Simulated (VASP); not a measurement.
# SiSe2 (Ibam) in VASP: a series of runs

Runs on SiSe2. Level: LDA. Tasks: single point, relaxation of cell and atoms.

Program: VASP 6.6.1. These are calculated values, not measurements. Logs are shortened: lines on timing, memory, paths and dates and some standing lists are left out, and cuts for length are marked.

### Step 1. The cell of the first run

Symmetry: Ibam, No. 72, orthorhombic system. Conventional cell: a = 6.061 Å, b = 8.841 Å, c = 5.805 Å, α = 90.00°, β = 90.00°, γ = 90.00°. Within 3.0 Å of Si (site symmetry 222) lie 4 Se at 2.28 Å and 2 Si at 2.90 Å. Within 3.0 Å of Se (site symmetry m) lie 2 Si at 2.28 Å.

### Step 2. Single point, LDA

Input file INCAR:

```
ALGO     = Normal         # electronic algorithm
EDIFF    = 1E-6           # SCF threshold, eV
ENCUT    = 500            # plane-wave cutoff, eV
GGA      = CA             # functional
GGA_COMPAT= F            
ISIF     = 2              # what is computed and relaxed
ISMEAR   = 0              # smearing method
LASPH    = T              # aspherical terms in the spheres
LCHARG   = F              # write CHGCAR
LREAL    = F              # projectors in reciprocal space
LWAVE    = F              # write WAVECAR
NBANDS   = 25             # bands
NELM     = 120            # most SCF steps
PREC     = Accurate       # precision mode
SIGMA    = 0.02           # smearing width, eV
```

Input file KPOINTS:

```
k-points
0
Gamma
  8 8 8
```

Input file POSCAR:

```
SiSe2
1.0
   -3.0305326426      4.4203587562      2.9023567107
    3.0305326426     -4.4203587562      2.9023567107
    3.0305326426      4.4203587562     -2.9023567107
Si Se
2 4
Direct
    0.7500000000      0.7500000000      0.0000000000
    0.2500000000      0.2500000000      0.0000000000
    0.1323295281      0.2158786698      0.3482081980
    0.8676704719      0.7841213302      0.6517918020
    0.3676704719      0.7158786698      0.0835491417
    0.6323295281      0.2841213302      0.9164508583
```

Potentials or basis: VASP PAW LDA potentials, release 64 (Si, Se).

Run with:

```bash
cat potpaw_LDA.64/Si/POTCAR potpaw_LDA.64/Se/POTCAR > POTCAR
mpirun -np 1 vasp_std > vasp.out
```

OUTCAR:

```text
EDIFF = 1E-6
   ENCUT = 500
   GGA = CA
   ISIF = 2
   ISMEAR = 0
   LASPH = T
   LREAL = F
   NELM = 120
   PREC = Accurate

 ion  position               nearest neighbor table
   1  0.750  0.750  0.000-   5 2.28   6 2.28   3 2.28   4 2.28   2 2.90   2 2.90
   2  0.250  0.250  0.000-   5 2.28   6 2.28   4 2.28   3 2.28   1 2.90   1 2.90
   3  0.132  0.216  0.348-   1 2.28   2 2.28
   4  0.868  0.784  0.652-   2 2.28   1 2.28
   5  0.368  0.716  0.084-   1 2.28   2 2.28
   6  0.632  0.284  0.916-   1 2.28   2 2.28

  LATTYP: Found a body centered orthorhombic cell.
 ALAT       =     5.8047134214
 B/A-ratio  =     1.0441627080
 C/A-ratio  =     1.5230239412

  Lattice vectors:

 A1 = (   3.0305326426,   4.4203587562,  -2.9023567107)
 A2 = (  -3.0305326426,   4.4203587562,   2.9023567107)
 A3 = (   3.0305326426,  -4.4203587562,   2.9023567107)

Analysis of symmetry for initial positions (statically):
=====================================================================
 Subroutine PRICEL returns:
 Original cell was already a primitive cell.

 Routine SETGRP: Setting up the symmetry group for a
 body centered orthorhombic supercell.

 Subroutine GETGRP returns: Found  8 space group operations
 (whereof  4 operations were pure point group operations)
 out of a pool of  8 trial point group operations.

The static configuration has the point symmetry C_2h.
 The point group associated with its full space group is D_2h.

Analysis of symmetry for dynamics (positions and initial velocities):
=====================================================================
 Subroutine PRICEL returns:
 Original cell was already a primitive cell.

 Routine SETGRP: Setting up the symmetry group for a
 body centered orthorhombic supercell.

 Subroutine GETGRP returns: Found  8 space group operations
 (whereof  4 operations were pure point group operations)
 out of a pool of  8 trial point group operations.

The dynamic configuration has the point symmetry C_2h.
 The point group associated with its full space group is D_2h.

 Subroutine INISYM returns: Found  8 space group operations
 (whereof  4 operations are pure point group operations),
 and found     1 'primitive' translations

----------------------------------------------------------------------------------------

                                     Primitive cell

  volume of cell :     155.5204

  direct lattice vectors                    reciprocal lattice vectors
    -3.030532643  4.420358756  2.902356711     0.000000000  0.113112991  0.172273793
     3.030532643 -4.420358756  2.902356711     0.164987499  0.000000000  0.172273793
     3.030532643  4.420358756 -2.902356711     0.164987499  0.113112991  0.000000000

  length of vectors
     6.094864568  6.094864568  6.094864568     0.206089322  0.238535395  0.200038555

  position of ions in fractional coordinates (direct lattice)
     0.750000000  0.750000000  0.000000000
     0.250000000  0.250000000  0.000000000
     0.132329528  0.215878670  0.348208198
     0.867670472  0.784121330  0.651791802
     0.367670472  0.715878670  0.083549142
     0.632329528  0.284121330  0.916450858

  ion indices of the primitive-cell ions
   primitive index   ion index
                 1           1
                 2           2
                 3           3
                 4           4
                 5           5
                 6           6

----------------------------------------------------------------------------------------

 KPOINTS: k-points

Automatic generation of k-mesh.
 Grid dimensions read from file:
 generate k-points for:    8    8    8

 Generating k-lattice:

  Cartesian coordinates                     Fractional coordinates (reciprocal lattice)
     0.000000000  0.014139124  0.021534224     0.125000000  0.000000000  0.000000000
     0.020623437  0.000000000  0.021534224     0.000000000  0.125000000  0.000000000
     0.020623437  0.014139124  0.000000000     0.000000000  0.000000000  0.125000000

  Length of vectors
     0.025761165  0.029816924  0.025004819

  Shift w.r.t. Gamma in fractional coordinates (k-lattice)
     0.000000000  0.000000000  0.000000000

 Subroutine IBZKPT returns following result:
 ===========================================

 Found     95 irreducible k-points:

 Following reciprocal coordinates:
            Coordinates               Weight
  0.000000  0.000000  0.000000      1.000000
  0.125000  0.000000  0.000000      4.000000
  0.250000  0.000000  0.000000      4.000000
  0.375000  0.000000  0.000000      4.000000
  0.500000  0.000000  0.000000      2.000000
  0.000000  0.125000  0.000000      4.000000
[... 16 lines left out ...]
  0.125000  0.375000  0.000000      8.000000
  0.250000  0.375000  0.000000      8.000000
 [... further k-points ...]
   k-points           NKPTS =     95   k-points in BZ     NKDIM =     95   number of bands    NBANDS=     25
   number of dos      NEDOS =    301   number of ions     NIONS =      6
   total plane-waves  NPLWV = 110592
   dimension x,y,z NGX =    48 NGY =   48 NGZ =   48
   dimension x,y,z NGXF=    96 NGYF=   96 NGZF=   96
   ions per type =               2   4
   NGX,Y,Z   is equivalent  to a cutoff of  13.09, 13.09, 13.09 a.u.
   NGXF,Y,Z  is equivalent  to a cutoff of  26.19, 26.19, 26.19 a.u.
 SYSTEM =  unknown system
   PREC   = accura    normal or accurate (medium, high low for compatibility)
   ISTART =      0    job   : 0-new  1-cont  2-samecut
   ICHARG =      2    charge: 1-file 2-atom 10-const
   ISPIN  =      1    spin polarized calculation?
   LNONCOLLINEAR =      F non collinear calculations
   LSORBIT =      F    spin-orbit coupling
   LASPH  =      T    aspherical Exc in radial PAW
   ENCUT  =  500.0 eV  36.75 Ry    6.06 a.u.  11.11 11.11 11.11*2*pi/ulx,y,z
   NELM   =    120;   NELMIN=  2; NELMDL= -5     # of ELM steps
   EDIFF  = 0.1E-05   stopping-criterion for ELM
   LREAL  =      F    real-space projection
   EDIFFG = 0.1E-04   stopping-criterion for IOM
   NSW    =      0    number of steps for IOM
   IBRION =     -1    ionic relax: 0-MD 1-quasi-New 2-CG
   NFREE  =      0    steps in history (QN), initial steepest desc. (CG)
   ISIF   =      2    stress and relaxation
   ISYM   =      2    0-nonsym 1-usesym 2-fastsym
   POTIM  = 0.5000    time-step for ionic-motion
   TEBEG  =    0.0;   TEEND  =   0.0 temperature during run
   PSTRESS=    0.0 pullay stress
   NELECT =      32.0000    total number of electrons
   NUPDOWN=      -1.0000    fix difference up-down
   EMIN   =  10.00;   EMAX   =-10.00  energy-range for DOS
   EFERMI =   0.00;   METHOD = LEGACY
   ISMEAR =     0;   SIGMA  =   0.02  broadening in eV -4-tet -1-fermi 0-gaus
   EFERMI_NEDOS =   21; number of points for ismear=-14 and -15
   IALGO  =     38    algorithm
   IMIX   =      4    mixing-type and parameters
     AMIX     =   0.40;   BMIX     =  1.00
     AMIX_MAG =   1.60;   BMIX_MAG =  1.00
  volume/ion in A,a.u.               =      25.92       174.92
  Fermi-wavevector in a.u.,A,eV,Ry     =   0.966486  1.826394 12.709146  0.934096
  Thomas-Fermi vector in A             =   2.096292
   LORBIT       =      0    0 simple, 1 ext, 2 COOP (PROOUT), +10 PAW based schemes
   GGA     = CA    functional components
   LHFCALC =     F    Hartree Fock is set to
   AEXX    =    0.0000 exact exchange contribution
   IVDW    =     0    specifies the selected vdW correction
   LEPSILON=     F    determine dielectric tensor
   LRPA    =     F    only Hartree local field effects (RPA)
 non-spin polarized calculation
 Gauss-broadening in eV      SIGMA  =   0.02
  energy-cutoff  :      500.00
  volume of cell :      155.52
 maximum number of plane-waves:      3972
 NGX is ok and might be reduce to    48
   NGX = 23   NGY = 23   NGZ = 23

 number of electron      32.0000000 magnetization

 Free energy of the ion-electron system (eV)
  ---------------------------------------------------
  ext. energy  EPLUGINS =         0.00000000
  ---------------------------------------------------
  free energy    TOTEN  =       -30.77676551 eV

  energy without entropy =      -30.77676551  energy(sigma->0) =      -30.77676551

 E-fermi :   2.6141     XC(G=0):  -8.9737

 val. band max:        2.5135551901   @ k =  -0.3750   0.3750   0.3750
 cond. band min:       3.8932487053   @ k =   0.5000   0.5000   0.5000
 fundamental gap:      1.3796935151
 Fermi energy:         2.6141427537

 k-point     1 :       0.0000    0.0000    0.0000
  band No.  band energies     occupation
      1     -12.1770      2.00000
      2     -10.2422      2.00000
      3      -9.9235      2.00000
      4      -9.5611      2.00000
      5      -5.0645      2.00000
      6      -4.0172      2.00000
[... 17 lines left out ...]
     24       8.7917      0.00000
     25       9.0177      0.00000

 k-point     2 :       0.1250    0.0000    0.0000
  band No.  band energies     occupation
      1     -12.1151      2.00000
      2     -10.3247      2.00000
      3      -9.9375      2.00000
      4      -9.6015      2.00000
      5      -5.0276      2.00000
      6      -3.9883      2.00000
[... 17 lines left out ...]
     24       8.4694      0.00000
     25       8.8553      0.00000

 k-point     3 :       0.2500    0.0000    0.0000
  band No.  band energies     occupation
      1     -11.9342      2.00000
      2     -10.5590      2.00000
      3      -9.9643      2.00000
      4      -9.7033      2.00000
      5      -4.8661      2.00000
      6      -3.9604      2.00000
[... 17 lines left out ...]
     24       8.5004      0.00000
     25       8.9639      0.00000

 k-point     4 :       0.3750    0.0000    0.0000
  band No.  band energies     occupation
      1     -11.6493      2.00000
      2     -10.9036      2.00000
      3      -9.9664      2.00000
      4      -9.8229      2.00000
      5      -4.5653      2.00000
      6      -4.0313      2.00000
[... 17 lines left out ...]
     24       8.0661      0.00000
     25       9.4938      0.00000

 k-point     5 :       0.5000    0.0000    0.0000
  band No.  band energies     occupation
      1     -11.2897      2.00000
      2     -11.2897      2.00000
      3      -9.9187      2.00000
      4      -9.9187      2.00000
      5      -4.2428      2.00000
      6      -4.2428      2.00000
[... 17 lines left out ...]
     24       7.8622      0.00000
     25       9.7641      0.00000

 k-point     6 :       0.0000    0.1250    0.0000
  band No.  band energies     occupation
      1     -12.1084      2.00000
      2     -10.3261      2.00000
      3      -9.9469      2.00000
      4      -9.6041      2.00000
      5      -5.0244      2.00000
      6      -3.9768      2.00000
[... 17 lines left out ...]
     24       8.3863      0.00000
     25       8.8494      0.00000
[... 393 lines left out ...]
 k-point    21 :      -0.1250    0.2500    0.0000
  band No.  band energies     occupation
      1     -12.0460      2.00000
      2     -10.3403      2.00000
      3      -9.9961      2.00000
      4      -9.6795      2.00000
      5      -5.0458      2.00000
      6      -3.9288      2.00000
[... 17 lines left out ...]
     24       8.2150      0.00000
     25       8.9866      0.00000

 k-point    22 :      -0.0000    0.3750    0.0000
  band No.  band energies     occupation
      1     -11.6075      2.00000
      2     -10.8707      2.00000
      3     -10.0226      2.00000
      4      -9.8764      2.00000
      5      -4.6239      2.00000
      6      -4.0747      2.00000
[... 17 lines left out ...]
     24       8.0704      0.00000
     25       9.2785      0.00000

 k-point    23 :       0.1250    0.3750    0.0000
  band No.  band energies     occupation
      1     -11.3038      2.00000
      2     -11.1888      2.00000
      3     -10.0201      2.00000
      4      -9.9403      2.00000
      5      -4.3753      2.00000
      6      -4.2221      2.00000
[... 17 lines left out ...]
     24       8.0918      0.00000
     25       9.4051      0.00000

 k-point    24 :       0.2500    0.3750    0.0000
  band No.  band energies     occupation
      1     -11.4856      2.00000
      2     -10.9521      2.00000
      3     -10.0594      2.00000
      4      -9.9487      2.00000
      5      -4.5048      2.00000
      6      -4.0692      2.00000
[... 17 lines left out ...]
     24       8.1636      0.00000
     25       9.6978      0.00000

 [... further k-points ...]
[... 5 lines left out ...]
  --------------------------------------------------------------------------------------
  -------------------------------------------------------------------------------------
  Total        0.2481429      0.1694417      0.2777707      0.0000000      0.0000000      0.0000000
  in kB        2.5563785      1.7455955      2.8616050      0.0000000      0.0000000      0.0000000
  external PRESSURE =       2.3878597 kB  Pullay stress =       0.0000000 kB

 VOLUME and BASIS-vectors are now :
 -----------------------------------------------------------------------------
  energy-cutoff  :      500.00
  volume of cell :      155.52
      direct lattice vectors                 reciprocal lattice vectors
    -3.030532643  4.420358756  2.902356711     0.000000000  0.113112991  0.172273793
     3.030532643 -4.420358756  2.902356711     0.164987499  0.000000000  0.172273793
     3.030532643  4.420358756 -2.902356711     0.164987499  0.113112991  0.000000000

 POSITION                                       TOTAL-FORCE (eV/Angst)
 -----------------------------------------------------------------------------------
      0.00000      0.00000      4.35354         0.000000      0.000000      0.000000
      0.00000      0.00000      1.45118         0.000000      0.000000      0.000000
      1.30845      1.16989     -0.00000         0.041836      0.034587     -0.000000
      1.72208      3.25047      2.90236        -0.041836     -0.034587      0.000000
      1.30845     -1.16989      2.90236         0.041836     -0.034587     -0.000000
      1.72208      5.59025      0.00000        -0.041836      0.034587      0.000000
 -----------------------------------------------------------------------------------
    total drift:                               -0.000000     -0.000000      0.000000

  FREE ENERGIE OF THE ION-ELECTRON SYSTEM (eV)
  ---------------------------------------------------
  free  energy   TOTEN  =       -30.7767655067 eV

  energy  without entropy=      -30.7767655067  energy(sigma->0) =      -30.77676551
```

Run time: 2.5 min. Hardware: 1 thread of Intel Xeon 6975P-C (Granite Rapids), shared host; peak memory 0.44 GiB.

What came out:

- Free energy: -30.7768 eV
- Pressure: 0.2 GPa
- Largest force: 0.054 eV/Å
- Band gap on the k mesh: 1.38 eV, indirect (least direct gap 1.47 eV)

Forces in eV/Å, atoms in the order of the input:
```
Si   0.000  0.000  0.000
Si   0.000  0.000  0.000
Se   0.042  0.035  0.000
Se  -0.042 -0.035  0.000
Se   0.042 -0.035  0.000
Se  -0.042  0.035  0.000
```

A k mesh can miss the band edges.

### Step 3. Relaxation of cell and atoms, LDA

This run uses another cell than the first one, of 27.04 Å³/atom, 1.043 times its volume.

Input file INCAR:

```
ALGO     = Normal         # electronic algorithm
EDIFF    = 1E-7           # SCF threshold, eV
EDIFFG   = -0.005         # ionic threshold
ENCUT    = 500            # plane-wave cutoff, eV
GGA_COMPAT= F            
IBRION   = 2              # ionic algorithm
ISIF     = 3              # what is computed and relaxed
ISMEAR   = 0              # smearing method
LASPH    = T              # aspherical terms in the spheres
LCHARG   = F              # write CHGCAR
LREAL    = F              # projectors in reciprocal space
LWAVE    = F              # write WAVECAR
NELM     = 120            # most SCF steps
NELMIN   = 4            
NSW      = 70             # ionic steps
PREC     = Accurate       # precision mode
SIGMA    = 0.02           # smearing width, eV
```

KPOINTS is that of step 2.

Input file POSCAR:

```
SiSe2
1.0
   -2.9250317313      4.7519660242      2.9184616666
    2.9250317313     -4.7519660242      2.9184616666
    2.9250317313      4.7519660242     -2.9184616666
Si Se
2 4
Direct
    0.7500000000      0.7500000000      0.0000000000
    0.2500000000      0.2500000000      0.0000000000
    0.1261810405      0.2228206306      0.3490016711
    0.8738189595      0.7771793694      0.6509983289
    0.3738189595      0.7228206306      0.0966395901
    0.6261810405      0.2771793694      0.9033604099
```

Potentials or basis: VASP PAW LDA potentials, release 64 (Si, Se).

Run with:

```bash
cat potpaw_LDA.64/Si/POTCAR potpaw_LDA.64/Se/POTCAR > POTCAR
mpirun -np 1 vasp_std > vasp.out
```

Run time: 49 min. Hardware: 1 thread of Intel Xeon 6975P-C (Granite Rapids), shared host; peak memory 0.45 GiB.

The run converged. Its results:

```yaml
Free_energy: -30.7774 eV
Relaxed_volume: 25.96 Å³/atom
Relaxed_cell: a = 6.092 Å, b = 6.092 Å, c = 6.092 Å, α = 120.13°, β = 87.31°, γ = 123.02°
Space_group_after_relaxing_to_0.05_Å: Ibam (No. 72)
Energy_gained_by_relaxing: 5.3 meV/atom
Ionic_steps: 42
Pressure_after_relaxing: 0.0 GPa
Band_gap_on_the_k_mesh: 1.36 eV, indirect (least direct gap 1.45 eV)
```

The path:
```
step  energy change (eV)  largest force (eV/Å)  pressure (GPa)  volume (Å³)
   1              0.0000                0.2521           -1.41       162.26
   3             -0.0152                0.0689           -0.09       159.57
   5             -0.0195                0.0401           -0.05       158.00
   7             -0.0230                0.0295            0.07       154.82
   9             -0.0245                0.0428           -0.07       154.51
  11             -0.0252                0.0285            0.22       153.98
  13             -0.0277                0.0232            0.16       154.13
  15             -0.0295                0.0326            0.06       154.35
  17             -0.0300                0.0548           -0.14       154.91
  19             -0.0305                0.0382           -0.06       154.96
  21             -0.0308                0.0123            0.08       155.04
  23             -0.0311                0.0131           -0.02       155.55
  25             -0.0312                0.0057            0.04       155.53
  27             -0.0313                0.0028            0.00       155.72
  29             -0.0313                0.0010           -0.03       155.84
  31             -0.0314                0.0063           -0.02       155.93
  33             -0.0314                0.0311            0.06       156.31
  35             -0.0316                0.0088           -0.06       156.27
  37             -0.0316                0.0077           -0.03       156.16
  39             -0.0317                0.0045            0.00       155.91
  41             -0.0317                0.0047            0.03       155.72
  42             -0.0318                0.0012            0.00       155.78
```

Final structure:
```cif
data_structure
_symmetry_space_group_name_H-M 'P 1'
_symmetry_Int_Tables_number 1
_cell_length_a 6.0925
_cell_length_b 6.0925
_cell_length_c 6.0925
_cell_angle_alpha 120.131
_cell_angle_beta 87.310
_cell_angle_gamma 123.022
_cell_volume 155.78
loop_
_atom_site_label
_atom_site_type_symbol
_atom_site_fract_x
_atom_site_fract_y
_atom_site_fract_z
_atom_site_occupancy
Si1 Si 0.75000 0.75000 0.00000 1
Si2 Si 0.25000 0.25000 0.00000 1
Se1 Se 0.13266 0.21578 0.34844 1
Se2 Se 0.86734 0.78422 0.65156 1
Se3 Se 0.36734 0.71578 0.08312 1
Se4 Se 0.63266 0.28422 0.91688 1
```

Levels at points of the mesh, in eV from the valence-band top:
```tsv
k point	band 14	band 15	band 16	band 17	band 18	band 19
(0.00, 0.00, 0.00)	-1.00	-0.53	-0.22	2.52	2.79	2.91
(0.50, 0.00, 0.00)	-1.44	-0.60	-0.60	2.49	2.49	4.25
(0.00, 0.50, 0.00)	-0.99	-0.63	-0.63	2.26	2.26	3.67
(0.50, 0.50, 0.00)	-1.31	-0.81	-0.14	2.79	3.78	3.92
(0.50, 0.50, 0.50)	-1.94	-1.61	-0.09	1.36	3.05	3.21
```
